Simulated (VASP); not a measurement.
# Al (P6_3/mmc) in VASP: single point with PBE

Aim: the single point of Al with PBE.

All numbers are computed with VASP 6.6.1; they aren't measurements. Logs are shortened: lines on timing, memory, paths and dates and some standing lists are left out, and cuts for length are marked.

## Step 1: The cell of the first run

The structure is hexagonal, space group P6_3/mmc (No. 194). The conventional cell has a = 4.193 Å, b = 4.193 Å, c = 5.272 Å, α = 90.00°, β = 90.00°, γ = 120.00°. Al (site symmetry -3m) has 8 Al at 2.64 to 2.76 Å within 3.5 Å. Al (site symmetry -6m2) has 12 Al at 2.76 to 3.58 Å within 3.6 Å.

## Step 2: Single point, PBE

The input, INCAR:

```
PREC = Accurate
ENCUT = 520
EDIFF = 1E-6
ISMEAR = -1
SIGMA = 0.05
LREAL = F
LASPH = T
NELM = 100
ALGO = Normal
ISIF = 2
LWAVE = F
LCHARG = T
GGA = PE
LELF = T
LVHAR = T
NBANDS = 14
```

The input, KPOINTS:

```
Automatic mesh
0
Gamma
  10 10 7
```

The input, POSCAR:

```
Al
1.0
    4.1929766563      0.0000000000      0.0000000000
   -2.0964883281      3.6312243018      0.0000000000
    0.0000000000      0.0000000000      5.2719595400
Al
4
Direct
    0.0000000000      0.0000000000      0.0000000000
    0.0000000000      0.0000000000      0.5000000000
    0.3333333333      0.6666666667      0.2500000000
    0.6666666667      0.3333333333      0.7500000000
```

Potentials or basis: VASP PAW PBE potentials, release 64 (Al).

The run is started by

```console
$ cat potpaw_PBE.64/Al/POTCAR > POTCAR
$ mpirun -np 1 vasp_std > vasp.out
```

OUTCAR:

```text
PREC = Accurate
   ENCUT = 520
   EDIFF = 1E-6
   ISMEAR = -1
   LREAL = F
   LASPH = T
   NELM = 100
   ISIF = 2
   GGA = PE

 ion  position               nearest neighbor table
   1  0.000  0.000  0.000-   2 2.64   2 2.64   4 2.76   3 2.76   3 2.76   4 2.76   4 2.76   3 2.76

   2  0.000  0.000  0.500-   1 2.64   1 2.64   4 2.76   3 2.76   3 2.76   4 2.76   4 2.76   3 2.76

   3  0.333  0.667  0.250-   1 2.76   2 2.76   1 2.76   2 2.76   1 2.76   2 2.76
   4  0.667  0.333  0.750-   1 2.76   2 2.76   1 2.76   2 2.76   1 2.76   2 2.76

  LATTYP: Found a hexagonal cell.
 ALAT       =     4.1929766563
 C/A-ratio  =     1.2573310019

  Lattice vectors:

 A1 = (   4.1929766563,   0.0000000000,   0.0000000000)
 A2 = (  -2.0964883281,   3.6312243018,   0.0000000000)
 A3 = (   0.0000000000,   0.0000000000,   5.2719595400)

Analysis of symmetry for initial positions (statically):
=====================================================================
 Subroutine PRICEL returns:
 Original cell was already a primitive cell.

 Routine SETGRP: Setting up the symmetry group for a
 hexagonal supercell.

 Subroutine GETGRP returns: Found 24 space group operations
 (whereof 12 operations were pure point group operations)
 out of a pool of 24 trial point group operations.

The static configuration has the point symmetry D_3d.
 The point group associated with its full space group is D_6h.

Analysis of symmetry for dynamics (positions and initial velocities):
=====================================================================
 Subroutine PRICEL returns:
 Original cell was already a primitive cell.

 Routine SETGRP: Setting up the symmetry group for a
 hexagonal supercell.

 Subroutine GETGRP returns: Found 24 space group operations
 (whereof 12 operations were pure point group operations)
 out of a pool of 24 trial point group operations.

The dynamic configuration has the point symmetry D_3d.
 The point group associated with its full space group is D_6h.

 Subroutine INISYM returns: Found 24 space group operations
 (whereof 12 operations are pure point group operations),
 and found     1 'primitive' translations

----------------------------------------------------------------------------------------

                                     Primitive cell

  volume of cell :      80.2690

  direct lattice vectors                    reciprocal lattice vectors
     4.192976656  0.000000000  0.000000000     0.238494054  0.137694606  0.000000000
    -2.096488328  3.631224302  0.000000000     0.000000000  0.275389212  0.000000000
[... 97 lines left out ...]
   POTIM  = 0.5000    time-step for ionic-motion
   TEBEG  =    0.0;   TEEND  =   0.0 temperature during run
   PSTRESS=    0.0 pullay stress
   NELECT =      12.0000    total number of electrons
   NUPDOWN=      -1.0000    fix difference up-down
   EMIN   =  10.00;   EMAX   =-10.00  energy-range for DOS
   EFERMI =   0.00;   METHOD = LEGACY
   ISMEAR =    -1;   SIGMA  =   0.05  broadening in eV -4-tet -1-fermi 0-gaus
   EFERMI_NEDOS =   21; number of points for ismear=-14 and -15
   IALGO  =     38    algorithm
   IMIX   =      4    mixing-type and parameters
     AMIX     =   0.40;   BMIX     =  1.00
     AMIX_MAG =   1.60;   BMIX_MAG =  1.00
  volume/ion in A,a.u.               =      20.07       135.42
  Fermi-wavevector in a.u.,A,eV,Ry     =   0.868866  1.641918 10.271417  0.754928
  Thomas-Fermi vector in A             =   1.987606
   LORBIT       =      0    0 simple, 1 ext, 2 COOP (PROOUT), +10 PAW based schemes
   GGA     = PE    functional components
   LHFCALC =     F    Hartree Fock is set to
   AEXX    =    0.0000 exact exchange contribution
   IVDW    =     0    specifies the selected vdW correction
   LEPSILON=     F    determine dielectric tensor
   LRPA    =     F    only Hartree local field effects (RPA)
 non-spin polarized calculation
  energy-cutoff  :      520.00
  volume of cell :       80.27
 maximum number of plane-waves:      2197
 NGX is ok and might be reduce to    32
   NGX = 15   NGY = 15   NGZ = 19

 number of electron      12.0000000 magnetization

 Free energy of the ion-electron system (eV)
  ---------------------------------------------------
  ext. energy  EPLUGINS =         0.00000000
  ---------------------------------------------------
  free energy    TOTEN  =       -14.10498530 eV

  energy without entropy =      -14.09403386  energy(sigma->0) =      -14.09950958

 E-fermi :   5.7606     XC(G=0):  -9.3674

 val. band max:        5.7531801282   @ k =   0.1000   0.0000   0.4286
 cond. band min:       5.7862892227   @ k =   0.2000   0.2000   0.2857
 fundamental gap:      0.0331090945
 Fermi energy:         5.7606440880

 k-point     1 :       0.0000    0.0000    0.0000
  band No.  band energies     occupation
      1      -4.0205      2.00000
      2       0.8588      2.00000
      3       1.3877      2.00000
      4       5.5847      1.94248
      5       5.5847      1.94248
      6       6.8992      0.00000
      7       6.8992      0.00000
      8       7.2569      0.00000
      9       9.0805      0.00000
     10      10.5704      0.00000
     11      10.5704      0.00000
     12      11.0906      0.00000
     13      11.0906      0.00000
     14      11.8473      0.00000
[... 377 lines left out ...]
      1      -1.8387      2.00000
      2      -0.3353      2.00000
      3       1.7846      2.00000
      4       2.5504      2.00000
      5       3.5681      2.00000
      6       4.7789      2.00000
      7       5.6613      1.75895
      8       6.5287      0.00000
      9       7.5072      0.00000
     10       9.0531      0.00000
     11      10.0626      0.00000
     12      12.4480      0.00000
     13      12.7909      0.00000
     14      14.6093      0.00000

 [... further k-points ...]
[... 5 lines left out ...]
  --------------------------------------------------------------------------------------
  -------------------------------------------------------------------------------------
  Total       -0.0127381     -0.0127381     -0.0150204     -0.0000000     -0.0000000      0.0000000
  in kB       -0.2542544     -0.2542544     -0.2998093     -0.0000000     -0.0000000      0.0000000
  external PRESSURE =      -0.2694394 kB  Pullay stress =       0.0000000 kB

 VOLUME and BASIS-vectors are now :
 -----------------------------------------------------------------------------
  energy-cutoff  :      520.00
  volume of cell :       80.27
      direct lattice vectors                 reciprocal lattice vectors
     4.192976656  0.000000000  0.000000000     0.238494054  0.137694606  0.000000000
    -2.096488328  3.631224302  0.000000000     0.000000000  0.275389212  0.000000000
     0.000000000  0.000000000  5.271959540     0.000000000  0.000000000  0.189682791

 POSITION                                       TOTAL-FORCE (eV/Angst)
 -----------------------------------------------------------------------------------
      0.00000      0.00000      0.00000         0.000000      0.000000     -0.000000
      0.00000      0.00000      2.63598         0.000000      0.000000     -0.000000
     -0.00000      2.42082      1.31799        -0.000000      0.000000     -0.000000
      2.09649      1.21041      3.95397         0.000000     -0.000000      0.000000
 -----------------------------------------------------------------------------------
    total drift:                                0.000000     -0.000000      0.000000

  FREE ENERGIE OF THE ION-ELECTRON SYSTEM (eV)
  ---------------------------------------------------
  free  energy   TOTEN  =       -14.1049853027 eV

  energy  without entropy=      -14.0940338592  energy(sigma->0) =      -14.09950958
```

OSZICAR:

```text
N       E                     dE             d eps       ncg     rms          rms(c)
DAV:   1     0.692577367817E+01    0.69258E+01   -0.40729E+03  1568   0.646E+02
DAV:   2    -0.134533921153E+02   -0.20379E+02   -0.18947E+02  1972   0.868E+01
DAV:   3    -0.141854047726E+02   -0.73201E+00   -0.72591E+00  2100   0.136E+01
DAV:   4    -0.141938412909E+02   -0.84365E-02   -0.84355E-02  1814   0.185E+00
DAV:   5    -0.141940119482E+02   -0.17066E-03   -0.17066E-03  2084   0.264E-01    0.256E+00
DAV:   6    -0.141249435645E+02    0.69068E-01   -0.70168E-02  1880   0.109E+00    0.152E+00
DAV:   7    -0.141054128832E+02    0.19531E-01   -0.70830E-02  1916   0.114E+00    0.288E-01
DAV:   8    -0.141049225365E+02    0.49035E-03   -0.81067E-03  1838   0.444E-01    0.201E-01
DAV:   9    -0.141050550490E+02   -0.13251E-03   -0.47389E-04  1928   0.111E-01    0.508E-02
DAV:  10    -0.141049850091E+02    0.70040E-04   -0.30040E-04  1868   0.740E-02    0.250E-02
DAV:  11    -0.141049852253E+02   -0.21615E-06   -0.11665E-05  1958   0.199E-02    0.119E-02
DAV:  12    -0.141049853027E+02   -0.77471E-07   -0.22578E-07  1132   0.296E-03
   1 F= -.14104985E+02 E0= -.14099510E+02  d E =-.109514E-01
```

stdout:

```text
POSCAR found type information on POSCAR Al
 POSCAR found :  1 types and       4 ions
 scaLAPACK will be used
 LDA part: xc-table for (Slater+PW92), standard interpolation
 POSCAR, INCAR and KPOINTS ok, starting setup
 FFT: planning ... GRIDC
 FFT: planning ... GRID_SOFT
 FFT: planning ... GRID
 WAVECAR not read
 entering main loop
```

Run time: 37 s. Hardware: 1 thread of Intel Xeon Platinum 8488C (Sapphire Rapids), shared host; peak memory 0.2 GiB.

Results:

```yaml
Free_energy: -14.1050 eV
Pressure: 0.0 GPa
Band_gap_on_the_k_mesh: zero (band 6 reaches 7.01 eV, above the bottom of band 7 at 4.22 eV)
```
